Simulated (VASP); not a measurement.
Set up this calculation in VASP 6.6.1, as the native input.

- Task: single point
- Functional: PBE
- Dispersion: D3(BJ)
- Potentials or basis: VASP PAW PBE potentials, release 64 (B, N)
- Cutoff: 520 eV
- k mesh: 12 × 12 × 12
- Occupations: gaussian, width 0.05 eV
- Spin: no spin polarisation
- Dipole correction: no
- Further INCAR settings: ALGO = Normal; EDIFF = 1e-06; NBANDS = 11

The structure of BN lies in POSCAR:

```
BN
1.0
    0.0000000000      3.5253817857      1.9461299890
    1.3236403568      0.0000000000      1.9461299890
    1.3236403568      3.5253817857      0.0000000000
B N
1 1
Direct
    0.0001068737      0.0001068737      0.9998931263
    0.6665931163      0.6665931163      0.3334068837
```

This cell differs from its parent crystal: ratio of the length along z to the lengths across it x 0.85, volume and fractional coordinates fixed.

One way to write it, as run:

INCAR

```
PREC = Accurate ; ENCUT = 520
EDIFF = 1E-6 ; ISMEAR = 0
SIGMA = 0.05 ; LREAL = F
LASPH = T ; NELM = 60
ALGO = Normal ; ISIF = 2
LWAVE = F ; LCHARG = F
GGA = PE ; IVDW = 12
NBANDS = 11
```

KPOINTS

```
regular mesh
0
Gamma
  12 12 12
```

Potentials or basis: VASP PAW PBE potentials, release 64 (B, N).

Run with:

```sh
$ cat potpaw_PBE.64/B/POTCAR potpaw_PBE.64/N/POTCAR > POTCAR
$ mpirun -np 1 vasp_std > vasp.out
```

It gave:

* Pressure: 27.1 GPa
* Largest force: 4.183 eV/Å
* Band gap on the k mesh: 4.20 eV (least direct gap 4.77 eV)
* Dispersion energy per atom: -0.138 eV

Caveat: the cell stands under pressure; forces of over 1 eV/Å act on the atoms, so gaps and moduli don't describe the material at rest.

It took 60 s on 1 thread of Intel Xeon 8259CL, on a shared host, peak memory 0.19 GiB.
